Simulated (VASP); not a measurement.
# SrO (Fm-3m) in VASP: notebook

Runs on SrO. Level: PBE. Tasks: single point.

Everything below comes from runs of VASP 6.6.1. Logs are shortened: lines on timing, memory, paths and dates and some standing lists are left out, and cuts for length are marked.

### 1 The cell of the first run

The structure is cubic, space group Fm-3m (No. 225). The conventional cell has a = 5.133 Å, b = 5.133 Å, c = 5.133 Å, α = 90.00°, β = 90.00°, γ = 90.00°. Sr (site symmetry m-3m) has 6 O at 2.57 Å within 3.4 Å. Within 3.4 Å of O (site symmetry m-3m) lie 6 Sr at 2.57 Å.

### 2 Single point, PBE

The input, INCAR:

```
PREC     = Accurate       # precision mode
ENCUT    = 520            # plane-wave cutoff, eV
EDIFF    = 1E-6           # SCF threshold, eV
ISMEAR   = 0              # smearing method
SIGMA    = 0.017          # smearing width, eV
LREAL    = False          # projectors in reciprocal space
LASPH    = True           # aspherical terms in the spheres
NELM     = 60             # most SCF steps
ALGO     = Normal         # electronic algorithm
ISIF     = 2              # what is computed and relaxed
LWAVE    = False          # write WAVECAR
LCHARG   = True           # write CHGCAR
GGA      = PE             # functional
LELF     = True           # ELF
LVHAR    = True         
NBANDS   = 15             # bands
```

The input, KPOINTS:

```
Automatic mesh
0
Gamma
  9 9 9
```

The input, POSCAR:

```
SrO
1.0
    0.0000000000      2.5663000000      2.5663000000
    2.5663000000      0.0000000000      2.5663000000
    2.5663000000      2.5663000000      0.0000000000
Sr O
1 1
Direct
    0.5000000000      0.5000000000      0.5000000000
    0.0000000000      0.0000000000      0.0000000000
```

Potentials or basis: VASP PAW PBE potentials, release 64 (Sr_sv, O).

Started as:

```console
> cat potpaw_PBE.64/Sr_sv/POTCAR potpaw_PBE.64/O/POTCAR > POTCAR
> mpirun -np 1 vasp_std > vasp.out
```

OUTCAR:

```text
PREC = Accurate
   ENCUT = 520
   EDIFF = 1E-6
   ISMEAR = 0
   LREAL = False
   LASPH = True
   NELM = 60
   ISIF = 2
   GGA = PE

 ion  position               nearest neighbor table
   1  0.500  0.500  0.500-   2 2.57   2 2.57   2 2.57   2 2.57   2 2.57   2 2.57
   2  0.000  0.000  0.000-   1 2.57   1 2.57   1 2.57   1 2.57   1 2.57   1 2.57

  LATTYP: Found a face centered cubic cell.
 ALAT       =     5.1326000000

  Lattice vectors:

 A1 = (   0.0000000000,   2.5663000000,   2.5663000000)
 A2 = (   2.5663000000,   0.0000000000,   2.5663000000)
 A3 = (   2.5663000000,   2.5663000000,   0.0000000000)

Analysis of symmetry for initial positions (statically):
=====================================================================
 Subroutine PRICEL returns:
 Original cell was already a primitive cell.

 Routine SETGRP: Setting up the symmetry group for a
 face centered cubic supercell.

 Subroutine GETGRP returns: Found 48 space group operations
[... 9 lines left out ...]

 Routine SETGRP: Setting up the symmetry group for a
 face centered cubic supercell.

 Subroutine GETGRP returns: Found 48 space group operations
[... 11 lines left out ...]
                                     Primitive cell

  volume of cell :      33.8028

  direct lattice vectors                    reciprocal lattice vectors
     0.000000000  2.566300000  2.566300000    -0.194833028  0.194833028  0.194833028
     2.566300000  0.000000000  2.566300000     0.194833028 -0.194833028  0.194833028
     2.566300000  2.566300000  0.000000000     0.194833028  0.194833028 -0.194833028

  length of vectors
     3.629296265  3.629296265  3.629296265     0.337460704  0.337460704  0.337460704

  position of ions in fractional coordinates (direct lattice)
     0.500000000  0.500000000  0.500000000
     0.000000000  0.000000000  0.000000000

  ion indices of the primitive-cell ions
   primitive index   ion index
                 1           1
                 2           2

----------------------------------------------------------------------------------------

 KPOINTS: Automatic mesh

Automatic generation of k-mesh.
 Grid dimensions read from file:
 generate k-points for:    9    9    9

 Generating k-lattice:

  Cartesian coordinates                     Fractional coordinates (reciprocal lattice)
    -0.021648114  0.021648114  0.021648114     0.111111111  0.000000000  0.000000000
     0.021648114 -0.021648114  0.021648114     0.000000000  0.111111111  0.000000000
     0.021648114  0.021648114 -0.021648114     0.000000000  0.000000000  0.111111111

  Length of vectors
     0.037495634  0.037495634  0.037495634

  Shift w.r.t. Gamma in fractional coordinates (k-lattice)
     0.000000000  0.000000000  0.000000000

 Subroutine IBZKPT returns following result:
 ===========================================

 Found     35 irreducible k-points:

 Following reciprocal coordinates:
            Coordinates               Weight
  0.000000  0.000000  0.000000      1.000000
  0.111111  0.000000  0.000000      8.000000
  0.222222  0.000000  0.000000      8.000000
  0.333333  0.000000  0.000000      8.000000
  0.444444  0.000000  0.000000      8.000000
  0.111111  0.111111  0.000000      6.000000
[... 16 lines left out ...]
 -0.333333  0.333333  0.000000     12.000000
  0.444444  0.444444  0.000000      6.000000
 [... further k-points ...]
   k-points           NKPTS =     35   k-points in BZ     NKDIM =     35   number of bands    NBANDS=     15
   number of dos      NEDOS =    301   number of ions     NIONS =      2
   total plane-waves  NPLWV =  21952
   dimension x,y,z NGX =    28 NGY =   28 NGZ =   28
   dimension x,y,z NGXF=    56 NGYF=   56 NGZF=   56
   ions per type =               1   1
   NGX,Y,Z   is equivalent  to a cutoff of  12.83, 12.83, 12.83 a.u.
   NGXF,Y,Z  is equivalent  to a cutoff of  25.65, 25.65, 25.65 a.u.
 SYSTEM =  unknown system
   PREC   = accura    normal or accurate (medium, high low for compatibility)
   ISTART =      0    job   : 0-new  1-cont  2-samecut
   ICHARG =      2    charge: 1-file 2-atom 10-const
   ISPIN  =      1    spin polarized calculation?
   LNONCOLLINEAR =      F non collinear calculations
   LSORBIT =      F    spin-orbit coupling
   LASPH  =      T    aspherical Exc in radial PAW
   ENCUT  =  520.0 eV  38.22 Ry    6.18 a.u.   6.75  6.75  6.75*2*pi/ulx,y,z
   NELM   =     60;   NELMIN=  2; NELMDL= -5     # of ELM steps
   EDIFF  = 0.1E-05   stopping-criterion for ELM
   LREAL  =      F    real-space projection
   EDIFFG = 0.1E-04   stopping-criterion for IOM
   NSW    =      0    number of steps for IOM
   IBRION =     -1    ionic relax: 0-MD 1-quasi-New 2-CG
   NFREE  =      0    steps in history (QN), initial steepest desc. (CG)
   ISIF   =      2    stress and relaxation
   ISYM   =      2    0-nonsym 1-usesym 2-fastsym
   POTIM  = 0.5000    time-step for ionic-motion
   TEBEG  =    0.0;   TEEND  =   0.0 temperature during run
   PSTRESS=    0.0 pullay stress
   NELECT =      16.0000    total number of electrons
   NUPDOWN=      -1.0000    fix difference up-down
   EMIN   =  10.00;   EMAX   =-10.00  energy-range for DOS
   EFERMI =   0.00;   METHOD = LEGACY
   ISMEAR =     0;   SIGMA  =   0.02  broadening in eV -4-tet -1-fermi 0-gaus
   EFERMI_NEDOS =   21; number of points for ismear=-14 and -15
   IALGO  =     38    algorithm
   IMIX   =      4    mixing-type and parameters
     AMIX     =   0.40;   BMIX     =  1.00
     AMIX_MAG =   1.60;   BMIX_MAG =  1.00
  volume/ion in A,a.u.               =      16.90       114.06
  Fermi-wavevector in a.u.,A,eV,Ry     =   1.275843  2.410995 22.147245  1.627777
  Thomas-Fermi vector in A             =   2.408533
   LORBIT       =      0    0 simple, 1 ext, 2 COOP (PROOUT), +10 PAW based schemes
   GGA     = PE    functional components
   LHFCALC =     F    Hartree Fock is set to
   AEXX    =    0.0000 exact exchange contribution
   IVDW    =     0    specifies the selected vdW correction
   LEPSILON=     F    determine dielectric tensor
   LRPA    =     F    only Hartree local field effects (RPA)
 non-spin polarized calculation
 Gauss-broadening in eV      SIGMA  =   0.02
  energy-cutoff  :      520.00
  volume of cell :       33.80
 maximum number of plane-waves:       941
   NGX = 13   NGY = 13   NGZ = 13

 number of electron      15.9999996 magnetization

 Free energy of the ion-electron system (eV)
  ---------------------------------------------------
  ext. energy  EPLUGINS =         0.00000000
  ---------------------------------------------------
  free energy    TOTEN  =       -12.03701882 eV

  energy without entropy =      -12.03701882  energy(sigma->0) =      -12.03701882

 E-fermi :   1.7723     XC(G=0): -10.0524

 val. band max:        1.6892917268   @ k =   0.0000   0.0000   0.0000
 cond. band min:       5.0090644143   @ k =   0.4444   0.4444   0.0000
 fundamental gap:      3.3197726875
 Fermi energy:         1.7723409709

 k-point     1 :       0.0000    0.0000    0.0000
  band No.  band energies     occupation
      1     -30.6804      2.00000
      2     -13.4084      2.00000
      3     -12.3125      2.00000
      4     -12.3125      2.00000
      5     -12.3125      2.00000
      6       1.6893      2.00000
      7       1.6893      2.00000
      8       1.6893      2.00000
      9       5.7119      0.00000
     10       7.9121      0.00000
     11       7.9121      0.00000
     12       7.9121      0.00000
     13      10.0916      0.00000
     14      10.0916      0.00000
     15      14.4279      0.00000

 k-point     2 :       0.1111    0.0000    0.0000
  band No.  band energies     occupation
      1     -30.6642      2.00000
      2     -13.7132      2.00000
      3     -12.3224      2.00000
      4     -12.3224      2.00000
      5     -12.0473      2.00000
      6       1.3192      2.00000
      7       1.5290      2.00000
      8       1.5290      2.00000
      9       6.2767      0.00000
     10       7.7854      0.00000
     11       8.1563      0.00000
     12       8.1563      0.00000
     13      10.4199      0.00000
     14      10.4199      0.00000
     15      15.2331      0.00000

 k-point     3 :       0.2222    0.0000    0.0000
  band No.  band energies     occupation
      1     -30.6226      2.00000
      2     -14.2298      2.00000
      3     -12.3472      2.00000
      4     -12.3472      2.00000
      5     -11.6321      2.00000
      6       0.5892      2.00000
      7       1.1603      2.00000
      8       1.1603      2.00000
      9       7.5307      0.00000
     10       7.7330      0.00000
     11       8.8352      0.00000
     12       8.8352      0.00000
     13      11.2678      0.00000
     14      11.2678      0.00000
     15      17.0306      0.00000

 k-point     4 :       0.3333    0.0000    0.0000
  band No.  band energies     occupation
      1     -30.5747      2.00000
      2     -14.6656      2.00000
      3     -12.3749      2.00000
      4     -12.3749      2.00000
      5     -11.3121      2.00000
      6      -0.0679      2.00000
      7       0.7903      2.00000
      8       0.7903      2.00000
      9       7.9000      0.00000
     10       9.0160      0.00000
     11       9.7507      0.00000
     12       9.7507      0.00000
     13      12.3726      0.00000
     14      12.3726      0.00000
     15      17.6183      0.00000
[... 307 lines left out ...]
 k-point    22 :      -0.4444    0.3333    0.0000
  band No.  band energies     occupation
      1     -30.5029      2.00000
      2     -14.1603      2.00000
      3     -13.0435      2.00000
      4     -12.5934      2.00000
      5     -11.9673      2.00000
      6       0.8199      2.00000
      7       1.1470      2.00000
      8       1.1821      2.00000
      9       6.2438      0.00000
     10       9.7426      0.00000
     11      10.5213      0.00000
     12      11.9028      0.00000
     13      12.6730      0.00000
     14      14.8713      0.00000
     15      15.0203      0.00000

 k-point    23 :      -0.3333    0.3333    0.0000
  band No.  band energies     occupation
      1     -30.5067      2.00000
      2     -14.3903      2.00000
      3     -13.0112      2.00000
      4     -12.5192      2.00000
      5     -11.6634      2.00000
      6       0.3635      2.00000
      7       0.8795      2.00000
      8       1.2090      2.00000
      9       7.3911      0.00000
     10       8.9142      0.00000
     11      10.6986      0.00000
     12      11.2747      0.00000
     13      13.0528      0.00000
     14      14.5442      0.00000
     15      16.7869      0.00000

 k-point    24 :       0.4444    0.4444    0.0000
  band No.  band energies     occupation
      1     -30.5032      2.00000
      2     -13.6834      2.00000
      3     -12.9345      2.00000
      4     -12.6737      2.00000
      5     -12.6737      2.00000
      6       1.1557      2.00000
      7       1.5970      2.00000
      8       1.5970      2.00000
      9       5.0091      0.00000
     10       9.4193      0.00000
     11      11.8280      0.00000
     12      12.1120      0.00000
     13      12.6486      0.00000
     14      12.6486      0.00000
     15      15.8627      0.00000

 [... further k-points ...]
[... 5 lines left out ...]
  --------------------------------------------------------------------------------------
  -------------------------------------------------------------------------------------
  Total        0.8281785      0.8281785      0.8281785      0.0000000     -0.0000000      0.0000000
  in kB       39.2538498     39.2538498     39.2538498      0.0000000     -0.0000000      0.0000000
  external PRESSURE =      39.2538498 kB  Pullay stress =       0.0000000 kB

 VOLUME and BASIS-vectors are now :
 -----------------------------------------------------------------------------
  energy-cutoff  :      520.00
  volume of cell :       33.80
      direct lattice vectors                 reciprocal lattice vectors
     0.000000000  2.566300000  2.566300000    -0.194833028  0.194833028  0.194833028
     2.566300000  0.000000000  2.566300000     0.194833028 -0.194833028  0.194833028
     2.566300000  2.566300000  0.000000000     0.194833028  0.194833028 -0.194833028

 POSITION                                       TOTAL-FORCE (eV/Angst)
 -----------------------------------------------------------------------------------
      2.56630      2.56630      2.56630         0.000000      0.000000      0.000000
      0.00000      0.00000      0.00000        -0.000000     -0.000000     -0.000000
 -----------------------------------------------------------------------------------
    total drift:                                0.000000      0.000000      0.000000

  FREE ENERGIE OF THE ION-ELECTRON SYSTEM (eV)
  ---------------------------------------------------
  free  energy   TOTEN  =       -12.0370188185 eV

  energy  without entropy=      -12.0370188185  energy(sigma->0) =      -12.03701882
```

Run time: 30 s. Hardware: 1 thread of Intel Xeon 8259CL, shared host; peak memory 0.16 GiB.

What came out:

```yaml
Free_energy: -12.0370 eV
Pressure: 3.9 GPa
Band_gap_on_the_k_mesh: 3.32 eV, indirect (least direct gap 3.41 eV)
```

A k mesh can miss the band edges.

### 3 Single point, PBE

The input, INCAR:

```
SYSTEM = SrO
PREC = Accurate
ENCUT = 520
EDIFF = 1E-7
ISMEAR = 0
SIGMA = 0.018000000000000002
LREAL = .False.
LASPH = .True.
NELM = 100
ALGO = Normal
ISIF = 2
LWAVE = .False.
LCHARG = .True.
GGA = PE
LELF = .True.
LVHAR = .True.
NBANDS = 15
```

The input, KPOINTS:

```
regular mesh
0
Gamma
  9 9 9
  0 0 0
```

POSCAR is that of step 2.

Potentials or basis: VASP PAW PBE potentials, release 64 (Sr_sv, O).

Started as:

```console
> cat potpaw_PBE.64/Sr_sv/POTCAR potpaw_PBE.64/O/POTCAR > POTCAR
> mpirun -np 1 vasp_std > vasp.out
```

Wall time 39 s (1 thread of Intel Xeon 8259CL, shared host); peak memory 0.17 GiB.

Results (log left out):

| Property | Result |
| --- | --- |
| Free energy | -12.0370 eV |
| Pressure | 3.9 GPa |
| Band gap on the k mesh | 3.32 eV, indirect (least direct gap 3.41 eV) |

Levels at points of the mesh, in eV from the valence-band top:
```csv
k point,band 6,band 7,band 8,band 9,band 10,band 11
"(0.00, 0.00, 0.00)",0.00,0.00,0.00,4.02,6.22,6.22
```

A k mesh can miss the band edges. Expect the measured gap to be larger: semilocal functionals such as PBE lack the derivative discontinuity.

(Continued in part 2 of 2.)
